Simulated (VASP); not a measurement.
# Ta (Im-3m) in VASP: further runs

Runs on Ta. Level: PBE+D3(BJ). Tasks: single point.

All numbers are computed with VASP 6.6.1; they aren't measurements. Logs are shortened: lines on timing, memory, paths and dates and some standing lists are left out, and cuts for length are marked.

### Step 1. The cell of the first run

Symmetry: Im-3m, No. 229, cubic system. The conventional cell has a = 3.280 Å, b = 3.280 Å, c = 3.280 Å, α = 90.00°, β = 90.00°, γ = 90.00°. Within 3.7 Å of Ta (site symmetry m-3m) lie 14 Ta at 2.84 to 3.28 Å.

### Step 2. Single point, PBE+D3(BJ)

Contents of INCAR:

```
SYSTEM = Ta
PREC = Accurate
ENCUT = 500
EDIFF = 1E-6
ISMEAR = 0
SIGMA = 0.1
LREAL = .False.
LASPH = .True.
NELM = 120
ALGO = Normal
ISIF = 2
LWAVE = .False.
LCHARG = .True.
GGA = PE
IVDW = 12
LELF = .True.
LVHAR = .True.
NBANDS = 12
GGA_COMPAT = .False.
```

Contents of KPOINTS:

```
Automatic mesh
0
Gamma
  8 8 8
  0 0 0
```

Contents of POSCAR:

```
Ta
1.0
   -1.6400000000      1.6400000000      1.6400000000
    1.6400000000     -1.6400000000      1.6400000000
    1.6400000000      1.6400000000     -1.6400000000
Ta
1
Direct
    0.0000000000      0.0000000000      0.0000000000
```

Potentials or basis: VASP PAW PBE potentials, release 64 (Ta_pv).

On the command line:

```
$ cat potpaw_PBE.64/Ta_pv/POTCAR > POTCAR
$ mpirun -np 1 vasp_std > vasp.out
```

OUTCAR:

```text
SYSTEM = Ta
   PREC = Accurate
   ENCUT = 500
   EDIFF = 1E-6
   ISMEAR = 0
   LREAL = .False.
   LASPH = .True.
   NELM = 120
   ISIF = 2
   GGA = PE
   IVDW = 12
 IVDW          = 12

 ion  position               nearest neighbor table
   1  0.000  0.000  0.000-

  LATTYP: Found a body centered cubic cell.
 ALAT       =     3.2800000000

  Lattice vectors:

 A1 = (  -1.6400000000,   1.6400000000,   1.6400000000)
 A2 = (   1.6400000000,  -1.6400000000,   1.6400000000)
 A3 = (   1.6400000000,   1.6400000000,  -1.6400000000)

Analysis of symmetry for initial positions (statically):
=====================================================================
 Subroutine PRICEL returns:
 Original cell was already a primitive cell.

 Routine SETGRP: Setting up the symmetry group for a
 body centered cubic supercell.

 Subroutine GETGRP returns: Found 48 space group operations
 (whereof 48 operations were pure point group operations)
 out of a pool of 48 trial point group operations.

The static configuration has the point symmetry O_h .

Analysis of symmetry for dynamics (positions and initial velocities):
=====================================================================
 Subroutine PRICEL returns:
 Original cell was already a primitive cell.

 Routine SETGRP: Setting up the symmetry group for a
 body centered cubic supercell.

 Subroutine GETGRP returns: Found 48 space group operations
 (whereof 48 operations were pure point group operations)
 out of a pool of 48 trial point group operations.

The dynamic configuration has the point symmetry O_h .

 Subroutine INISYM returns: Found 48 space group operations
 (whereof 48 operations are pure point group operations),
 and found     1 'primitive' translations

----------------------------------------------------------------------------------------

                                     Primitive cell

  volume of cell :      17.6438

  direct lattice vectors                    reciprocal lattice vectors
    -1.640000000  1.640000000  1.640000000     0.000000000  0.304878049  0.304878049
     1.640000000 -1.640000000  1.640000000     0.304878049  0.000000000  0.304878049
     1.640000000  1.640000000 -1.640000000     0.304878049  0.304878049  0.000000000

  length of vectors
     2.840563324  2.840563324  2.840563324     0.431162671  0.431162671  0.431162671

  position of ions in fractional coordinates (direct lattice)
     0.000000000  0.000000000  0.000000000

  ion indices of the primitive-cell ions
   primitive index   ion index
                 1           1

----------------------------------------------------------------------------------------

 KPOINTS: Automatic mesh

Automatic generation of k-mesh.
 Grid dimensions read from file:
 generate k-points for:    8    8    8

 Generating k-lattice:

  Cartesian coordinates                     Fractional coordinates (reciprocal lattice)
     0.000000000  0.038109756  0.038109756     0.125000000  0.000000000  0.000000000
     0.038109756  0.000000000  0.038109756     0.000000000  0.125000000  0.000000000
     0.038109756  0.038109756  0.000000000     0.000000000  0.000000000  0.125000000

  Length of vectors
     0.053895334  0.053895334  0.053895334

  Shift w.r.t. Gamma in fractional coordinates (k-lattice)
     0.000000000  0.000000000  0.000000000

 Subroutine IBZKPT returns following result:
 ===========================================

 Found     29 irreducible k-points:

 Following reciprocal coordinates:
            Coordinates               Weight
  0.000000  0.000000  0.000000      1.000000
  0.125000  0.000000  0.000000     12.000000
  0.250000  0.000000  0.000000     12.000000
  0.375000  0.000000  0.000000     12.000000
  0.500000  0.000000  0.000000      6.000000
  0.125000  0.125000  0.000000     24.000000
[... 16 lines left out ...]
 -0.250000  0.250000  0.250000      6.000000
 -0.375000  0.375000  0.250000     24.000000
 [... further k-points ...]
   k-points           NKPTS =     29   k-points in BZ     NKDIM =     29   number of bands    NBANDS=     12
   number of dos      NEDOS =    301   number of ions     NIONS =      1
   total plane-waves  NPLWV =  13824
   dimension x,y,z NGX =    24 NGY =   24 NGZ =   24
   dimension x,y,z NGXF=    48 NGYF=   48 NGZF=   48
   ions per type =               1
   NGX,Y,Z   is equivalent  to a cutoff of  14.05, 14.05, 14.05 a.u.
   NGXF,Y,Z  is equivalent  to a cutoff of  28.09, 28.09, 28.09 a.u.
 SYSTEM =  Ta
   PREC   = accura    normal or accurate (medium, high low for compatibility)
   ISTART =      0    job   : 0-new  1-cont  2-samecut
   ICHARG =      2    charge: 1-file 2-atom 10-const
   ISPIN  =      1    spin polarized calculation?
   LNONCOLLINEAR =      F non collinear calculations
   LSORBIT =      F    spin-orbit coupling
   LASPH  =      T    aspherical Exc in radial PAW
   ENCUT  =  500.0 eV  36.75 Ry    6.06 a.u.   5.18  5.18  5.18*2*pi/ulx,y,z
   NELM   =    120;   NELMIN=  2; NELMDL= -5     # of ELM steps
   EDIFF  = 0.1E-05   stopping-criterion for ELM
   LREAL  =      F    real-space projection
   EDIFFG = 0.1E-04   stopping-criterion for IOM
   NSW    =      0    number of steps for IOM
   IBRION =     -1    ionic relax: 0-MD 1-quasi-New 2-CG
   NFREE  =      0    steps in history (QN), initial steepest desc. (CG)
   ISIF   =      2    stress and relaxation
   ISYM   =      2    0-nonsym 1-usesym 2-fastsym
   POTIM  = 0.5000    time-step for ionic-motion
   TEBEG  =    0.0;   TEEND  =   0.0 temperature during run
   PSTRESS=    0.0 pullay stress
   NELECT =      11.0000    total number of electrons
   NUPDOWN=      -1.0000    fix difference up-down
   EMIN   =  10.00;   EMAX   =-10.00  energy-range for DOS
   EFERMI =   0.00;   METHOD = LEGACY
   ISMEAR =     0;   SIGMA  =   0.10  broadening in eV -4-tet -1-fermi 0-gaus
   EFERMI_NEDOS =   21; number of points for ismear=-14 and -15
   IALGO  =     38    algorithm
   IMIX   =      4    mixing-type and parameters
     AMIX     =   0.40;   BMIX     =  1.00
     AMIX_MAG =   1.60;   BMIX_MAG =  1.00
  volume/ion in A,a.u.               =      17.64       119.07
  Fermi-wavevector in a.u.,A,eV,Ry     =   1.398541  2.642859 26.611867  1.955917
  Thomas-Fermi vector in A             =   2.521689
   LORBIT       =      0    0 simple, 1 ext, 2 COOP (PROOUT), +10 PAW based schemes
   GGA     = PE    functional components
   LHFCALC =     F    Hartree Fock is set to
   AEXX    =    0.0000 exact exchange contribution
   IVDW    =    12    specifies the selected vdW correction
   LEPSILON=     F    determine dielectric tensor
   LRPA    =     F    only Hartree local field effects (RPA)
 non-spin polarized calculation
 Gauss-broadening in eV      SIGMA  =   0.10
  energy-cutoff  :      500.00
  volume of cell :       17.64
 maximum number of plane-waves:       466
 NGX is ok and might be reduce to    24
   NGX = 11   NGY = 11   NGZ = 11

 number of electron      11.0000002 magnetization

 Free energy of the ion-electron system (eV)
  ---------------------------------------------------
  ext. energy  EPLUGINS =         0.00000000
  ---------------------------------------------------
  free energy    TOTEN  =       -11.82811991 eV

  energy without entropy =      -11.82477194  energy(sigma->0) =      -11.82644593

 E-fermi :   5.6566     XC(G=0): -12.7195

 val. band max:        5.5620534757   @ k =   0.2500   0.0000   0.0000
 cond. band min:       5.7007326990   @ k =  -0.2500   0.2500   0.1250
 fundamental gap:      0.1386792233
 Fermi energy:         5.6565816337

 k-point     1 :       0.0000    0.0000    0.0000
  band No.  band energies     occupation
      1     -27.3094      2.00000
      2     -27.3094      2.00000
      3     -27.3094      2.00000
      4      -2.3413      2.00000
      5       6.4023      0.00000
      6       6.4023      0.00000
      7       6.4023      0.00000
      8       9.7470      0.00000
      9       9.7470      0.00000
     10      20.7606      0.00000
     11      20.7606      0.00000
     12      20.7606      0.00000

 k-point     2 :       0.1250    0.0000    0.0000
  band No.  band energies     occupation
      1     -27.5087      2.00000
      2     -27.3706      2.00000
      3     -27.3106      2.00000
      4      -1.6477      2.00000
      5       5.9673      0.00001
      6       6.2156      0.00000
      7       7.0993      0.00000
      8       9.1937      0.00000
      9       9.7591      0.00000
     10      20.4578      0.00000
     11      21.3139      0.00000
     12      21.9775      0.00000

 k-point     3 :       0.2500    0.0000    0.0000
  band No.  band energies     occupation
      1     -27.9666      2.00000
      2     -27.5156      2.00000
      3     -27.3136      2.00000
      4      -0.0051      2.00000
      5       5.0764      2.00000
      6       5.5621      1.81872
      7       9.0750      0.00000
      8       9.1513      0.00000
      9       9.9375      0.00000
     10      20.4540      0.00000
     11      21.0023      0.00000
     12      22.7319      0.00000

 k-point     4 :       0.3750    0.0000    0.0000
  band No.  band energies     occupation
      1     -28.3959      2.00000
      2     -27.6569      2.00000
      3     -27.3167      2.00000
      4       1.0953      2.00000
      5       4.3365      2.00000
      6       6.0921      0.00000
      7       9.6652      0.00000
      8      10.3848      0.00000
      9      11.8661      0.00000
     10      18.7811      0.00000
     11      19.3879      0.00000
     12      20.4780      0.00000

 k-point     5 :       0.5000    0.0000    0.0000
  band No.  band energies     occupation
      1     -28.5664      2.00000
      2     -27.7143      2.00000
      3     -27.3181      2.00000
      4       1.1887      2.00000
      5       4.0614      2.00000
      6       7.3386      0.00000
      7       9.6448      0.00000
      8      10.6972      0.00000
      9      13.6765      0.00000
     10      17.6897      0.00000
     11      17.7367      0.00000
     12      20.4685      0.00000
[... 228 lines left out ...]
      1     -28.2211      2.00000
      2     -28.2211      2.00000
      3     -27.5544      2.00000
      4       3.9167      2.00000
      5       3.9167      2.00000
      6       4.1196      2.00000
      7      10.2362      0.00000
      8      10.2362      0.00000
      9      15.3907      0.00000
     10      17.9562      0.00000
     11      17.9562      0.00000
     12      20.4627      0.00000

 k-point    22 :       0.2500    0.2500    0.2500
  band No.  band energies     occupation
      1     -27.9456      2.00000
      2     -27.9456      2.00000
      3     -27.9456      2.00000
      4       4.4184      2.00000
      5       4.4184      2.00000
      6       4.4184      2.00000
      7      10.8761      0.00000
      8      10.8761      0.00000
      9      12.9955      0.00000
     10      18.7820      0.00000
     11      18.7820      0.00000
     12      18.7820      0.00000

 k-point    23 :      -0.2500    0.2500    0.2500
  band No.  band energies     occupation
      1     -27.9918      2.00000
      2     -27.7391      2.00000
      3     -27.7391      2.00000
      4       1.9343      2.00000
      5       4.6566      2.00000
      6       6.9432      0.00000
      7       6.9432      0.00000
      8       8.9304      0.00000
      9      10.8288      0.00000
     10      20.3972      0.00000
     11      20.5811      0.00000
     12      25.4585      0.00000

 k-point    24 :      -0.3750    0.3750    0.2500
  band No.  band energies     occupation
      1     -28.2484      2.00000
      2     -27.8917      2.00000
      3     -27.7777      2.00000
      4       2.7887      2.00000
      5       3.6098      2.00000
      6       6.9524      0.00000
      7       7.6571      0.00000
      8      11.2242      0.00000
      9      11.3472      0.00000
     10      19.9597      0.00000
     11      20.4801      0.00000
     12      22.3168      0.00000

 [... further k-points ...]

------------------------ aborting loop because EDIFF is reached ----------------------------------------

 Edisp (eV)   -0.67674

 E8    (eV) :    -0.3544

  FORCE on cell =-STRESS in cart. coord.  units (eV):
  Direction    XX          YY          ZZ          XY          YZ          ZX
  --------------------------------------------------------------------------------------
  -------------------------------------------------------------------------------------
  Total      -0.08213    -0.08213    -0.08213     0.00000    -0.00000    -0.00000
  in kB      -7.45840    -7.45840    -7.45840     0.00000    -0.00000    -0.00000
  external pressure =       -7.46 kB  Pullay stress =        0.00 kB

 VOLUME and BASIS-vectors are now :
 -----------------------------------------------------------------------------
  energy-cutoff  :      500.00
  volume of cell :       17.64
      direct lattice vectors                 reciprocal lattice vectors
    -1.640000000  1.640000000  1.640000000     0.000000000  0.304878049  0.304878049
     1.640000000 -1.640000000  1.640000000     0.304878049  0.000000000  0.304878049
     1.640000000  1.640000000 -1.640000000     0.304878049  0.304878049  0.000000000

 POSITION                                       TOTAL-FORCE (eV/Angst)
 -----------------------------------------------------------------------------------
      0.00000      0.00000      0.00000         0.000000     -0.000000     -0.000000
 -----------------------------------------------------------------------------------
    total drift:                                0.000000      0.000000     -0.000000

  FREE ENERGIE OF THE ION-ELECTRON SYSTEM (eV)
  ---------------------------------------------------
  free  energy   TOTEN  =       -12.5048646119 eV

  energy  without entropy=      -12.5015166453  energy(sigma->0) =      -12.50319063
```

Wall time 3.1 s (1 thread of Intel Xeon 6975P-C (Granite Rapids), shared host); peak memory 0.14 GiB.

What came out:

```yaml
Free_energy: -12.5049 eV
Pressure: -0.7 GPa
Dispersion_energy_per_atom: -0.677 eV
```

Levels at points of the mesh, in eV from the Fermi level:
| k point | band 2 | band 3 | band 4 | band 5 | band 6 | band 7 | band 8 | band 9 |
| --- | --- | --- | --- | --- | --- | --- | --- | --- |
| (0.00, 0.00, 0.00) | -32.97 | -32.97 | -8.00 | 0.75 | 0.75 | 0.75 | 4.09 | 4.09 |
| (0.50, 0.00, 0.00) | -33.37 | -32.97 | -4.47 | -1.60 | 1.68 | 3.99 | 5.04 | 8.02 |
| (0.50, 0.50, 0.50) | -33.84 | -33.84 | -3.93 | -3.93 | 7.02 | 7.02 | 7.02 | 8.85 |

Caveat: spin-orbit coupling is left out, which moves the levels of the heavy elements; pairwise dispersion overbinds metals, which lowers pressure and volume.

(Continued in part 2 of 2.)
